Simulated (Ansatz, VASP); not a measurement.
Two plane-wave programs on Zn

```
Zn
1.0
     2.65564    0.00000    0.00000
    -1.32782    2.29985    0.00000
     0.00000    0.00000    4.96246
Zn
2
Direct
  0.33333 0.66667 0.25000
  0.66667 0.33333 0.75000
```

Alike in both runs: functional PBE; k mesh 13 × 13 × 7; occupations fermi-dirac, width 0.1 eV; no spin polarisation.

Ansatz relaxed the structure, and its values are those at the end. VASP's run is a single point on that final structure, the one shown.

```csv
,VASP,Ansatz
version,VASP 6.6.1,Ansatz 0.2.0
potentials or method,"VASP PAW PBE potentials, release 64 (Zn), cutoff 520 eV","plane waves (420 eV) with PAW, scalar-relativistic"
valence electrons in the cell,24,24
```

```tsv
	VASP	Ansatz	Ansatz less VASP
pressure (GPa)	0.4	0.0	-0.34
```
